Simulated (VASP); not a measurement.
# AlN (F-43m) in VASP: further runs

AlN is run at these levels: LDA; tasks: vibrations by perturbation theory, elastic constants.

Program: VASP 6.6.1. These are calculated values, not measurements. Logs are shortened: lines on timing, memory, paths and dates and some standing lists are left out, and cuts for length are marked.

## (1) The cell of the first run

Symmetry: F-43m, No. 216, cubic system. The conventional cell has a = 4.342 Å, b = 4.342 Å, c = 4.342 Å, α = 90.00°, β = 90.00°, γ = 90.00°. Al (site symmetry -43m) has 4 N at 1.88 Å within 2.5 Å. Within 2.5 Å of N (site symmetry -43m) lie 4 Al at 1.88 Å.

## (2) Vibrations by perturbation theory, LDA

File INCAR:

```
SYSTEM = AlN
PREC     = Accurate       ! precision mode
ENCUT    = 520            ! plane-wave cutoff, eV
EDIFF    = 1E-8           ! SCF threshold, eV
ISMEAR   = 0              ! smearing method
SIGMA    = 0.01           ! smearing width, eV
LREAL    = .False.        ! projectors in reciprocal space
LASPH    = .True.         ! aspherical terms in the spheres
NELM     = 60             ! most SCF steps
ALGO     = Normal         ! electronic algorithm
ISIF     = 2              ! what is computed and relaxed
LWAVE    = .False.        ! write WAVECAR
LCHARG   = .True.         ! write CHGCAR
NBANDS   = 11             ! bands
IBRION   = 8              ! ionic algorithm
NSW      = 1              ! ionic steps
LEPSILON = .True.         ! dielectric tensor by DFPT
```

File KPOINTS:

```
regular mesh
0
Gamma
  6 6 6
  0 0 0
```

File POSCAR:

```
AlN
1.0
    0.0000000000      2.1710000000      2.1710000000
    2.1710000000      0.0000000000      2.1710000000
    2.1710000000      2.1710000000      0.0000000000
Al N
1 1
Direct
    0.0000000000      0.0000000000      0.0000000000
    0.2500000000      0.2500000000      0.2500000000
```

Potentials or basis: VASP PAW LDA potentials, release 64 (Al, N).

Command:

```bash
> cat potpaw_LDA.64/Al/POTCAR potpaw_LDA.64/N/POTCAR > POTCAR
> mpirun -np 1 vasp_std > vasp.out
```

OUTCAR:

```text
SYSTEM = AlN
   PREC = Accurate
   ENCUT = 520
   EDIFF = 1E-8
   ISMEAR = 0
   LREAL = .False.
   LASPH = .True.
   NELM = 60
   ISIF = 2
   IBRION = 8
   NSW = 1
   LEPSILON = .True.

 ion  position               nearest neighbor table
   1  0.000  0.000  0.000-   2 1.88   2 1.88   2 1.88   2 1.88
   2  0.250  0.250  0.250-   1 1.88   1 1.88   1 1.88   1 1.88

  LATTYP: Found a face centered cubic cell.
 ALAT       =     4.3420000000

  Lattice vectors:

 A1 = (   0.0000000000,   2.1710000000,   2.1710000000)
 A2 = (   2.1710000000,   0.0000000000,   2.1710000000)
 A3 = (   2.1710000000,   2.1710000000,   0.0000000000)

Analysis of symmetry for initial positions (statically):
=====================================================================
 Subroutine PRICEL returns:
 Original cell was already a primitive cell.

 Routine SETGRP: Setting up the symmetry group for a
 face centered cubic supercell.

 Subroutine GETGRP returns: Found 24 space group operations
 (whereof 24 operations were pure point group operations)
 out of a pool of 48 trial point group operations.

The static configuration has the point symmetry T_d .

Analysis of symmetry for dynamics (positions and initial velocities):
=====================================================================
 Subroutine PRICEL returns:
 Original cell was already a primitive cell.

 Routine SETGRP: Setting up the symmetry group for a
 face centered cubic supercell.

 Subroutine GETGRP returns: Found 24 space group operations
 (whereof 24 operations were pure point group operations)
 out of a pool of 48 trial point group operations.

The dynamic configuration has the point symmetry T_d .

 Subroutine INISYM returns: Found 24 space group operations
 (whereof 24 operations are pure point group operations),
 and found     1 'primitive' translations

----------------------------------------------------------------------------------------

[... 445 lines left out ...]
 MACROSCOPIC STATIC DIELECTRIC TENSOR (including local field effects in DFT)
 ------------------------------------------------------
           4.644691     0.000000     0.000000
           0.000000     4.644691     0.000000
           0.000000     0.000000     4.644691
 ------------------------------------------------------

 PIEZOELECTRIC TENSOR (including local field effects)  for field in x, y, z        (e  Angst)
          XX          YY          ZZ          XY          YZ          ZX
  --------------------------------------------------------------------------------
  x    -0.00000    -0.00000     0.00000     0.00000    -0.77737     0.00000
  y     0.00000    -0.00000     0.00000     0.00000     0.00000    -0.77737
  z    -0.00000    -0.00000    -0.00000    -0.77737     0.00000     0.00000

 PIEZOELECTRIC TENSOR (including local field effects)  for field in x, y, z        (C/m^2)
          XX          YY          ZZ          XY          YZ          ZX
  --------------------------------------------------------------------------------
  x    -0.00000    -0.00000     0.00000     0.00000    -0.60859     0.00000
  y     0.00000    -0.00000     0.00000     0.00000     0.00000    -0.60859
  z    -0.00000    -0.00000    -0.00000    -0.60859     0.00000     0.00000

 BORN EFFECTIVE CHARGES (including local field effects) (in |e|, cummulative output)
 ---------------------------------------------------------------------------------
 ion    1
    1     2.54042     0.00000    -0.00000
    2    -0.00000     2.54042     0.00000
    3     0.00000    -0.00000     2.54042
 ion    2
    1    -2.54042    -0.00000     0.00000
    2     0.00000    -2.54042    -0.00000
    3    -0.00000     0.00000    -2.54042

 INTERNAL STRAIN TENSOR FOR ION    2 for displacements in x,y,z  (eV/Angst):
          X           Y           Z          XY          YZ          ZX
  --------------------------------------------------------------------------------
  x    -0.00000     0.00000     0.00000     0.00000    -9.64867     0.00000
  y    -0.00000    -0.00000    -0.00000     0.00000     0.00000    -9.64867
  z     0.00000     0.00000    -0.00000    -9.64867     0.00000     0.00000

 SECOND DERIVATIVES (NOT SYMMETRIZED)
 ------------------------------------
               1X          1Y          1Z          2X          2Y          2Z
  1X   -15.250963    0.000000    0.000000   15.250963    0.000000    0.000000
  1Y     0.000000  -15.250963    0.000000    0.000000   15.250963    0.000000
  1Z     0.000000    0.000000  -15.250963    0.000000    0.000000   15.250963
  2X    15.253429    0.000000    0.000000  -15.253429    0.000000    0.000000
  2Y     0.000000   15.253429    0.000000    0.000000  -15.253429    0.000000
  2Z     0.000000    0.000000   15.253429    0.000000    0.000000  -15.253429

 Eigenvectors and eigenvalues of the dynamical matrix
 ----------------------------------------------------

   1 f  =   20.109928 THz   126.354401 2PiTHz  670.794977 cm-1    83.167940 meV
             X         Y         Z           dx          dy          dz
      0.000000  0.000000  0.000000    -0.584467    0.000000    0.000000
      1.085500  1.085500  1.085500     0.811418    0.000000   -0.000000
[... 21 lines left out ...]
   6 f/i=    0.000771 THz     0.004845 2PiTHz    0.025721 cm-1     0.003189 meV
             X         Y         Z           dx          dy          dz
      0.000000  0.000000  0.000000     0.135466    0.393155    0.696762
      1.085500  1.085500  1.085500     0.097577    0.283191    0.501880

--------------------------------------------------------------------------------------------------------

 MACROSCOPIC STATIC DIELECTRIC TENSOR IONIC CONTRIBUTION
 ------------------------------------------------------
           3.741410     0.000000    -0.000000
           0.000000     3.741410    -0.000000
          -0.000000    -0.000000     3.741410
 ------------------------------------------------------

 ELASTIC MODULI CONTR FROM IONIC RELAXATION (kBar)
 Direction    XX          YY          ZZ          XY          YZ          ZX
 --------------------------------------------------------------------------------
 XX          -0.0000      0.0000      0.0000      0.0000     -0.0000     -0.0000
 YY           0.0000     -0.0000     -0.0000      0.0000      0.0000     -0.0000
 ZZ           0.0000     -0.0000     -0.0000     -0.0000      0.0000     -0.0000
 XY           0.0000      0.0000     -0.0000   -447.4041     -0.0000      0.0000
 YZ          -0.0000      0.0000      0.0000     -0.0000   -447.4041     -0.0000
 ZX          -0.0000     -0.0000     -0.0000      0.0000     -0.0000   -447.4041
 --------------------------------------------------------------------------------

 PIEZOELECTRIC TENSOR IONIC CONTR  for field in x, y, z        (C/m^2)
          XX          YY          ZZ          XY          YZ          ZX
  --------------------------------------------------------------------------------
  x     0.00000    -0.00000    -0.00000     0.00000     1.21742     0.00000
  y     0.00000     0.00000     0.00000    -0.00000     0.00000     1.21742
  z    -0.00000    -0.00000     0.00000     1.21742    -0.00000    -0.00000
```

Wall time 41 s (1 thread of AMD EPYC 9R45 (Zen 5), shared host); peak memory 0.12 GiB.

Results:

| Item | Value |
| --- | --- |
| Electronic dielectric tensor (diagonal) | 4.64 |
| Born charges (mean of the diagonal) | Al +2.54; N -2.54 e |
| Highest phonon frequency at Γ, LO-TO splitting left out | 671 cm⁻¹ |

Phonon frequencies in cm⁻¹ (negative: imaginary):
```tsv
q point	frequencies
(0.000, 0.000, 0.000)	0 0 0 671 671 671
```

Electronic dielectric tensor:
```
4.64 0.00 0.00
0.00 4.64 0.00
0.00 0.00 4.64
```

Born effective charge tensors (e):
atom 1, Al
```
2.54 0.00 0.00
0.00 2.54 0.00
0.00 0.00 2.54
```
atom 2, N
```
-2.54  0.00  0.00
 0.00 -2.54  0.00
 0.00  0.00 -2.54
```

Caveat: the k points lie up to 0.42 Å⁻¹ apart.

## (3) Elastic constants, LDA

File INCAR:

```
PREC = Accurate
ENCUT = 600
EDIFF = 1E-8
ISMEAR = 0
SIGMA = 0.01
LREAL = F
LASPH = T
NELM = 100
ALGO = Normal
ISIF = 3
LWAVE = F
LCHARG = T
IBRION = 6
NFREE = 2
POTIM = 0.015
NSW = 1
```

File KPOINTS:

```
regular mesh
0
Gamma
  6 6 6
```

POSCAR is that of step 2.

Potentials or basis: VASP PAW LDA potentials, release 64 (Al, N).

Command:

```bash
> cat potpaw_LDA.64/Al/POTCAR potpaw_LDA.64/N/POTCAR > POTCAR
> mpirun -np 1 vasp_std > vasp.out
```

Run time: 81 s. Hardware: 1 thread of AMD EPYC 9R45 (Zen 5), shared host; peak memory 0.13 GiB.

Results (log left out):

* Elastic constants C11, C12, C44: 301, 168, 188 GPa
* Voigt bulk modulus: 213 GPa
* Highest phonon frequency at Γ, LO-TO splitting left out: 671 cm⁻¹

Phonon frequencies in cm⁻¹ (negative: imaginary):
```
              q point        frequencies
(0.000, 0.000, 0.000)  0 0 0 671 671 671
```

Elastic tensor in Voigt notation (GPa, in the Cartesian axes of the cell as first typed):
```
301 168 168   0   0   0
168 301 168   0   0   0
168 168 301   0   0   0
  0   0   0 188   0   0
  0   0   0   0 188   0
  0   0   0   0   0 188
```

Clamped-ion elastic tensor (GPa):
```
301 168 168   0   0   0
168 301 168   0   0   0
168 168 301   0   0   0
  0   0   0 237   0   0
  0   0   0   0 237   0
  0   0   0   0   0 237
```

Caveat: the k points lie up to 0.42 Å⁻¹ apart.
